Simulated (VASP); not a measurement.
# TiAl3 (I4/mmm) in VASP: further runs

Runs on TiAl3. Level: LDA. Tasks: single point.

All numbers are computed with VASP 6.6.1; they aren't measurements. Logs are shortened: lines on timing, memory, paths and dates and some standing lists are left out, and cuts for length are marked.

## Step 1: The cell of the first run

Symmetry: I4/mmm, No. 139, tetragonal system. The conventional cell has a = 3.711 Å, b = 3.711 Å, c = 8.288 Å, α = 90.00°, β = 90.00°, γ = 90.00°. Within 3.5 Å of Ti (site symmetry 4/mmm) lie 12 Al at 2.62 to 2.78 Å. Within 3.5 Å of Al (site symmetry 4/mmm) lie 4 Ti at 2.62 Å and 8 Al at 2.78 Å. Within 3.5 Å of Al (site symmetry -4m2) lie 8 Al at 2.62 to 2.78 Å and 4 Ti at 2.78 Å.

## Step 2: Single point, LDA

Input file INCAR:

```
SYSTEM = TiAl3
  PREC = Accurate
  ENCUT = 520
  EDIFF = 1E-7
  ISMEAR = -1
  SIGMA = 0.15
  LREAL = .FALSE.
  LASPH = .TRUE.
  NELM = 60
  ALGO = Fast
  ISIF = 2
  LWAVE = .FALSE.
  LCHARG = .FALSE.
  NBANDS = 18
```

Input file KPOINTS:

```
Automatic mesh
0
G
  16 16 16
  0 0 0
```

Input file POSCAR:

```
TiAl3
1.0
   -1.8553946499      1.8553946499      4.1441216854
    1.8553946499     -1.8553946499      4.1441216854
    1.8553946499      1.8553946499     -4.1441216854
Ti Al
1 3
Direct
    0.0000000000      0.0000000000      0.0000000000
    0.5000000000      0.5000000000      0.0000000000
    0.7500000000      0.2500000000      0.5000000000
    0.2500000000      0.7500000000      0.5000000000
```

Potentials or basis: VASP PAW LDA potentials, release 64 (Ti_sv, Al).

The run is started by

```
> cat potpaw_LDA.64/Ti_sv/POTCAR potpaw_LDA.64/Al/POTCAR > POTCAR
> mpirun -np 1 vasp_std > vasp.out
```

OUTCAR:

```text
SYSTEM = TiAl3
   PREC = Accurate
   ENCUT = 520
   EDIFF = 1E-7
   ISMEAR = -1
   LREAL = .FALSE.
   LASPH = .TRUE.
   NELM = 60
   ISIF = 2

 ion  position               nearest neighbor table
   1  0.000  0.000  0.000-   2 2.62   2 2.62   2 2.62   2 2.62   4 2.78   3 2.78   4 2.78   4 2.78
                             3 2.78   3 2.78   4 2.78   3 2.78
   2  0.500  0.500  0.000-   1 2.62   1 2.62   1 2.62   1 2.62   4 2.78   3 2.78   4 2.78   3 2.78
                             4 2.78   4 2.78   3 2.78   3 2.78
   3  0.750  0.250  0.500-   4 2.62   4 2.62   4 2.62   4 2.62   2 2.78   1 2.78   2 2.78   1 2.78
                             2 2.78   2 2.78   1 2.78   1 2.78
   4  0.250  0.750  0.500-   3 2.62   3 2.62   3 2.62   3 2.62   2 2.78   1 2.78   2 2.78   2 2.78
                             1 2.78   1 2.78   2 2.78   1 2.78

  LATTYP: Found a body centered tetragonal cell.
 ALAT       =     3.7107892998
 C/A-ratio  =     2.2335526760

  Lattice vectors:

 A1 = (  -1.8553946499,   1.8553946499,   4.1441216854)
 A2 = (   1.8553946499,  -1.8553946499,   4.1441216854)
 A3 = (   1.8553946499,   1.8553946499,  -4.1441216854)

Analysis of symmetry for initial positions (statically):
=====================================================================
 Subroutine PRICEL returns:
 Original cell was already a primitive cell.

 Routine SETGRP: Setting up the symmetry group for a
 body centered tetragonal supercell.

 Subroutine GETGRP returns: Found 16 space group operations
 (whereof 16 operations were pure point group operations)
 out of a pool of 16 trial point group operations.

The static configuration has the point symmetry D_4h.

Analysis of symmetry for dynamics (positions and initial velocities):
=====================================================================
 Subroutine PRICEL returns:
 Original cell was already a primitive cell.

 Routine SETGRP: Setting up the symmetry group for a
 body centered tetragonal supercell.

 Subroutine GETGRP returns: Found 16 space group operations
 (whereof 16 operations were pure point group operations)
 out of a pool of 16 trial point group operations.

The dynamic configuration has the point symmetry D_4h.

 Subroutine INISYM returns: Found 16 space group operations
 (whereof 16 operations are pure point group operations),
 and found     1 'primitive' translations

----------------------------------------------------------------------------------------

                                     Primitive cell

  volume of cell :      57.0644

  direct lattice vectors                    reciprocal lattice vectors
    -1.855394650  1.855394650  4.144121685     0.000000000  0.269484446  0.120652828
     1.855394650 -1.855394650  4.144121685     0.269484446  0.000000000  0.120652828
     1.855394650  1.855394650 -4.144121685     0.269484446  0.269484446  0.000000000

  length of vectors
     4.904969231  4.904969231  4.904969231     0.295260854  0.295260854  0.381108559

  position of ions in fractional coordinates (direct lattice)
     0.000000000  0.000000000  0.000000000
     0.500000000  0.500000000  0.000000000
     0.750000000  0.250000000  0.500000000
     0.250000000  0.750000000  0.500000000

  ion indices of the primitive-cell ions
   primitive index   ion index
                 1           1
                 2           2
                 3           3
                 4           4

----------------------------------------------------------------------------------------

 KPOINTS: Automatic mesh

Automatic generation of k-mesh.
 Grid dimensions read from file:
 generate k-points for:   16   16   16

 Generating k-lattice:

  Cartesian coordinates                     Fractional coordinates (reciprocal lattice)
     0.000000000  0.016842778  0.007540802     0.062500000 -0.000000000  0.000000000
     0.016842778  0.000000000  0.007540802    -0.000000000  0.062500000  0.000000000
     0.016842778  0.016842778  0.000000000     0.000000000  0.000000000  0.062500000

  Length of vectors
     0.018453803  0.018453803  0.023819285

  Shift w.r.t. Gamma in fractional coordinates (k-lattice)
     0.000000000  0.000000000  0.000000000

 Subroutine IBZKPT returns following result:
 ===========================================

 Found    349 irreducible k-points:

 Following reciprocal coordinates:
            Coordinates               Weight
  0.000000  0.000000  0.000000      1.000000
  0.062500  0.000000 -0.000000      8.000000
  0.125000  0.000000 -0.000000      8.000000
  0.187500  0.000000  0.000000      8.000000
  0.250000  0.000000 -0.000000      8.000000
  0.312500  0.000000  0.000000      8.000000
[... 16 lines left out ...]
 -0.125000  0.062500  0.000000     16.000000
 -0.062500  0.062500  0.000000      4.000000
 [... further k-points ...]
   k-points           NKPTS =    349   k-points in BZ     NKDIM =    349   number of bands    NBANDS=     18
   number of dos      NEDOS =    301   number of ions     NIONS =      4
   total plane-waves  NPLWV =  46656
   dimension x,y,z NGX =    36 NGY =   36 NGZ =   36
   dimension x,y,z NGXF=    72 NGYF=   72 NGZF=   72
   ions per type =               1   3
   NGX,Y,Z   is equivalent  to a cutoff of  12.20, 12.20, 12.20 a.u.
   NGXF,Y,Z  is equivalent  to a cutoff of  24.40, 24.40, 24.40 a.u.
 SYSTEM =  TiAl3
   PREC   = accura    normal or accurate (medium, high low for compatibility)
   ISTART =      0    job   : 0-new  1-cont  2-samecut
   ICHARG =      2    charge: 1-file 2-atom 10-const
   ISPIN  =      1    spin polarized calculation?
   LNONCOLLINEAR =      F non collinear calculations
   LSORBIT =      F    spin-orbit coupling
   LASPH  =      T    aspherical Exc in radial PAW
   ENCUT  =  520.0 eV  38.22 Ry    6.18 a.u.   9.12  9.12  9.12*2*pi/ulx,y,z
   NELM   =     60;   NELMIN=  2; NELMDL= -5     # of ELM steps
   EDIFF  = 0.1E-06   stopping-criterion for ELM
   LREAL  =      F    real-space projection
   EDIFFG = 0.1E-05   stopping-criterion for IOM
   NSW    =      0    number of steps for IOM
   IBRION =     -1    ionic relax: 0-MD 1-quasi-New 2-CG
   NFREE  =      0    steps in history (QN), initial steepest desc. (CG)
   ISIF   =      2    stress and relaxation
   ISYM   =      2    0-nonsym 1-usesym 2-fastsym
   POTIM  = 0.5000    time-step for ionic-motion
   TEBEG  =    0.0;   TEEND  =   0.0 temperature during run
   PSTRESS=    0.0 pullay stress
   NELECT =      21.0000    total number of electrons
   NUPDOWN=      -1.0000    fix difference up-down
   EMIN   =  10.00;   EMAX   =-10.00  energy-range for DOS
   EFERMI =   0.00;   METHOD = LEGACY
   ISMEAR =    -1;   SIGMA  =   0.15  broadening in eV -4-tet -1-fermi 0-gaus
   EFERMI_NEDOS =   21; number of points for ismear=-14 and -15
   IALGO  =     68    algorithm
   IMIX   =      4    mixing-type and parameters
     AMIX     =   0.40;   BMIX     =  1.00
     AMIX_MAG =   1.60;   BMIX_MAG =  1.00
  volume/ion in A,a.u.               =      14.27        96.27
  Fermi-wavevector in a.u.,A,eV,Ry     =   1.173166  2.216963 18.725958  1.376319
  Thomas-Fermi vector in A             =   2.309584
   LORBIT       =      0    0 simple, 1 ext, 2 COOP (PROOUT), +10 PAW based schemes
   GGA     = CA    functional components
   LHFCALC =     F    Hartree Fock is set to
   AEXX    =    0.0000 exact exchange contribution
   IVDW    =     0    specifies the selected vdW correction
   LEPSILON=     F    determine dielectric tensor
   LRPA    =     F    only Hartree local field effects (RPA)
 non-spin polarized calculation
 RMM-DIIS sequential band-by-band and
  energy-cutoff  :      520.00
  volume of cell :       57.06
 maximum number of plane-waves:      1555
   NGX = 19   NGY = 19   NGZ = 19

 number of electron      21.0000002 magnetization

 Free energy of the ion-electron system (eV)
  ---------------------------------------------------
  ext. energy  EPLUGINS =         0.00000000
  ---------------------------------------------------
  free energy    TOTEN  =       -22.76881052 eV

  energy without entropy =      -22.64463983  energy(sigma->0) =      -22.70672518

 E-fermi :   9.1237     XC(G=0): -11.3642

 val. band max:        9.1156161674   @ k =  -0.3750  -0.4375   0.3750
 cond. band min:       9.1277421828   @ k =   0.4375   0.1875  -0.0000
 fundamental gap:      0.0121260154
 Fermi energy:         9.1236686356

 k-point     1 :       0.0000    0.0000    0.0000
  band No.  band energies     occupation
      1     -46.3657      2.00000
      2     -23.0977      2.00000
      3     -23.0977      2.00000
      4     -23.0188      2.00000
      5      -1.4650      2.00000
      6       6.1642      2.00000
[... 10 lines left out ...]
     17      13.3657      0.00000
     18      13.4498      0.00000

 k-point     2 :       0.0625    0.0000   -0.0000
  band No.  band energies     occupation
      1     -46.3656      2.00000
      2     -23.0994      2.00000
      3     -23.0976      2.00000
      4     -23.0188      2.00000
      5      -1.4126      2.00000
      6       5.8855      2.00000
[... 10 lines left out ...]
     17      13.4493      0.00000
     18      13.6750      0.00000

 k-point     3 :       0.1250    0.0000   -0.0000
  band No.  band energies     occupation
      1     -46.3654      2.00000
      2     -23.1041      2.00000
      3     -23.0973      2.00000
      4     -23.0186      2.00000
      5      -1.2562      2.00000
      6       5.5225      2.00000
[... 10 lines left out ...]
     17      13.5030      0.00000
     18      14.3648      0.00000

 k-point     4 :       0.1875    0.0000    0.0000
  band No.  band energies     occupation
      1     -46.3650      2.00000
      2     -23.1113      2.00000
      3     -23.0968      2.00000
      4     -23.0183      2.00000
      5      -0.9979      2.00000
      6       5.1280      2.00000
[... 375 lines left out ...]
      4     -23.0180      2.00000
      5      -0.9973      2.00000
      6       5.4324      2.00000
[... 10 lines left out ...]
     17      13.7968      0.00000
     18      15.1503      0.00000

 k-point    23 :      -0.1250    0.0625    0.0000
  band No.  band energies     occupation
      1     -46.3653      2.00000
      2     -23.1040      2.00000
      3     -23.0989      2.00000
      4     -23.0183      2.00000
      5      -1.2386      2.00000
      6       5.8942      2.00000
[... 10 lines left out ...]
     17      13.6260      0.00000
     18      14.3860      0.00000

 k-point    24 :      -0.0625    0.0625    0.0000
  band No.  band energies     occupation
      1     -46.3655      2.00000
      2     -23.0994      2.00000
      3     -23.0991      2.00000
      4     -23.0186      2.00000
      5      -1.3776      2.00000
      6       6.2388      2.00000
[... 10 lines left out ...]
     17      13.5163      0.00000
     18      13.7409      0.00000

 [... further k-points ...]

------------------------ aborting loop because EDIFF is reached ----------------------------------------

  FORCE on cell =-STRESS in cart. coord.  units (eV):
  Direction    XX          YY          ZZ          XY          YZ          ZX
  --------------------------------------------------------------------------------------
  -------------------------------------------------------------------------------------
  Total        2.9218106      2.9218106      2.9182543      0.0000000      0.0000000      0.0000000
  in kB       82.0346932     82.0346932     81.9348437      0.0000000      0.0000000      0.0000000
  external PRESSURE =      82.0014100 kB  Pullay stress =       0.0000000 kB

 VOLUME and BASIS-vectors are now :
 -----------------------------------------------------------------------------
  energy-cutoff  :      520.00
  volume of cell :       57.06
      direct lattice vectors                 reciprocal lattice vectors
    -1.855394650  1.855394650  4.144121685     0.000000000  0.269484446  0.120652828
     1.855394650 -1.855394650  4.144121685     0.269484446  0.000000000  0.120652828
     1.855394650  1.855394650 -4.144121685     0.269484446  0.269484446  0.000000000

 POSITION                                       TOTAL-FORCE (eV/Angst)
 -----------------------------------------------------------------------------------
      0.00000      0.00000      0.00000         0.000000      0.000000      0.000000
      0.00000      0.00000      4.14412         0.000000      0.000000      0.000000
      0.00000      1.85539      2.07206         0.000000      0.000000      0.000000
      1.85539      0.00000      2.07206        -0.000000     -0.000000     -0.000000
 -----------------------------------------------------------------------------------
    total drift:                               -0.000000      0.000000      0.000000

  FREE ENERGIE OF THE ION-ELECTRON SYSTEM (eV)
  ---------------------------------------------------
  free  energy   TOTEN  =       -22.7688105153 eV

  energy  without entropy=      -22.6446398348  energy(sigma->0) =      -22.70672518
```

Wall time 25 min (1 thread of Intel Xeon Platinum 8259CL at 2.50GHz (Skylake/Cascade Lake), shared host); peak memory 0.44 GiB.

What came out:

- Free energy: -22.7688 eV
- Pressure: 8.2 GPa
- Band gap on the k mesh: zero (an odd number of electrons rules out a gap without spin polarisation)

Caveat: the cell stands under pressure.

## Step 3: Single point, LDA

Input file INCAR:

```
SYSTEM = TiAl3
PREC = Accurate
ENCUT = 520
EDIFF = 1E-7
ISMEAR = -1
SIGMA = 0.15
LREAL = .FALSE.
LASPH = .TRUE.
NELM = 80
ALGO = Fast
ISIF = 2
LWAVE = .FALSE.
LCHARG = .TRUE.
GGA = CA
LELF = .TRUE.
LVHAR = .TRUE.
NBANDS = 18
```

KPOINTS is that of step 2.

POSCAR is that of step 2.

Potentials or basis: VASP PAW LDA potentials, release 64 (Ti_sv, Al).

The run is started by

```
> cat potpaw_LDA.64/Ti_sv/POTCAR potpaw_LDA.64/Al/POTCAR > POTCAR
> mpirun -np 1 vasp_std > vasp.out
```

Wall time 21 min (1 thread of Intel Xeon Platinum 8259CL at 2.50GHz (Skylake/Cascade Lake), shared host); peak memory 0.44 GiB.

Results (log left out):

| Property | Result |
| --- | --- |
| Free energy | -22.7688 eV |
| Pressure | 8.2 GPa |
| Band gap on the k mesh | zero (an odd number of electrons rules out a gap without spin polarisation) |

Levels at points of the mesh, in eV from the Fermi level:
```csv
k point,band 9,band 10,band 11,band 12,band 13,band 14
"(0.00, 0.00, 0.00)",-1.36,-1.36,0.88,1.94,1.94,2.29
"(0.50, 0.00, 0.00)",-1.17,-0.34,0.51,1.98,2.22,2.99
"(0.50, 0.50, 0.00)",-2.74,-2.26,-1.12,1.97,2.12,2.90
"(0.50, 0.50, 0.50)",-0.90,-0.30,0.70,0.70,1.03,3.24
```

Caveat: the cell stands under pressure.

## Step 4: Single point, LDA

This run uses another cell than the first one, of 14.79 Å³/atom.

Input file INCAR:

```
PREC = Accurate
ENCUT = 520
EDIFF = 1E-6
ISMEAR = -1
SIGMA = 0.15
LREAL = F
LASPH = T
NELM = 60
ALGO = Fast
ISIF = 2
LWAVE = F
LCHARG = F
NBANDS = 18
```

Input file KPOINTS:

```
Automatic mesh
0
Gamma
  16 16 16
```

Input file POSCAR:

```
TiAl3
1.0
   -1.8775362069      1.8775362069      4.1966387136
    1.8775362069     -1.8775362069      4.1966387136
    1.8775362069      1.8775362069     -4.1966387136
Ti Al
1 3
Direct
    0.0000000000      0.0000000000      0.0000000000
    0.5000000000      0.5000000000      0.0000000000
    0.7500000000      0.2500000000      0.5000000000
    0.2500000000      0.7500000000      0.5000000000
```

Potentials or basis: VASP PAW LDA potentials, release 64 (Ti_sv, Al).

The run is started by

```
> cat potpaw_LDA.64/Ti_sv/POTCAR potpaw_LDA.64/Al/POTCAR > POTCAR
> mpirun -np 1 vasp_std > vasp.out
```

OUTCAR:

```text
PREC = Accurate
   ENCUT = 520
   EDIFF = 1E-6
   ISMEAR = -1
   LREAL = F
   LASPH = T
   NELM = 60
   ISIF = 2

 ion  position               nearest neighbor table
   1  0.000  0.000  0.000-   2 2.66   2 2.66   2 2.66   2 2.66   4 2.82   3 2.82   4 2.82   4 2.82
                             3 2.82   3 2.82   4 2.82   3 2.82
   2  0.500  0.500  0.000-   1 2.66   1 2.66   1 2.66   1 2.66   4 2.82   3 2.82   4 2.82   3 2.82
                             4 2.82   4 2.82   3 2.82   3 2.82
   3  0.750  0.250  0.500-   4 2.66   4 2.66   4 2.66   4 2.66   2 2.82   1 2.82   2 2.82   1 2.82
                             2 2.82   2 2.82   1 2.82   1 2.82
   4  0.250  0.750  0.500-   3 2.66   3 2.66   3 2.66   3 2.66   2 2.82   1 2.82   2 2.82   2 2.82
                             1 2.82   1 2.82   2 2.82   1 2.82

  LATTYP: Found a body centered tetragonal cell.
 ALAT       =     3.7550724138
 C/A-ratio  =     2.2351839065

  Lattice vectors:

 A1 = (  -1.8775362069,   1.8775362069,   4.1966387136)
 A2 = (   1.8775362069,  -1.8775362069,   4.1966387136)
 A3 = (   1.8775362069,   1.8775362069,  -4.1966387136)

Analysis of symmetry for initial positions (statically):
=====================================================================
 Subroutine PRICEL returns:
[... 181 lines left out ...]
 Fermi energy:         8.7382716896

 k-point     1 :       0.0000    0.0000    0.0000
  band No.  band energies     occupation
      1     -46.8582      2.00000
      2     -23.5795      2.00000
      3     -23.5795      2.00000
      4     -23.5003      2.00000
      5      -1.6602      2.00000
      6       5.8065      2.00000
[... 481 lines left out ...]
      5      -1.5752      2.00000
      6       5.8789      2.00000
[... 10 lines left out ...]
     17      12.9410      0.00000
     18      13.1848      0.00000

 [... further k-points ...]

------------------------ aborting loop because EDIFF is reached ----------------------------------------

  FORCE on cell =-STRESS in cart. coord.  units (eV):
  Direction    XX          YY          ZZ          XY          YZ          ZX
  --------------------------------------------------------------------------------------
  -------------------------------------------------------------------------------------
  Total        1.1696507      1.1696507      1.1671595      0.0000000     -0.0000000      0.0000000
  in kB       31.6685770     31.6685770     31.6011277      0.0000000     -0.0000000      0.0000000
  external PRESSURE =      31.6460939 kB  Pullay stress =       0.0000000 kB

 VOLUME and BASIS-vectors are now :
 -----------------------------------------------------------------------------
  energy-cutoff  :      520.00
  volume of cell :       59.17
      direct lattice vectors                 reciprocal lattice vectors
    -1.877536207  1.877536207  4.196638714     0.000000000  0.266306449  0.119142970
     1.877536207 -1.877536207  4.196638714     0.266306449  0.000000000  0.119142970
     1.877536207  1.877536207 -4.196638714     0.266306449  0.266306449  0.000000000

 POSITION                                       TOTAL-FORCE (eV/Angst)
 -----------------------------------------------------------------------------------
      0.00000      0.00000      0.00000        -0.000000     -0.000000     -0.000000
      0.00000      0.00000      4.19664        -0.000000     -0.000000     -0.000000
      0.00000      1.87754      2.09832        -0.000000      0.000000      0.000000
      1.87754      0.00000      2.09832         0.000000     -0.000000      0.000000
 -----------------------------------------------------------------------------------
    total drift:                               -0.000000     -0.000000      0.000000

  FREE ENERGIE OF THE ION-ELECTRON SYSTEM (eV)
  ---------------------------------------------------
  free  energy   TOTEN  =       -22.8431334936 eV

  energy  without entropy=      -22.7153644705  energy(sigma->0) =      -22.77924898
```

Wall time 26 min (1 thread of Intel Xeon Platinum 8259CL at 2.50GHz (Skylake/Cascade Lake), shared host); peak memory 0.47 GiB.

What came out:

```yaml
Free_energy: -22.8431 eV
Pressure: 3.2 GPa
Band_gap_on_the_k_mesh: zero (an odd number of electrons rules out a gap without spin polarisation)
```

Caveat: the cell stands under pressure.

(Continued in part 2 of 2.)
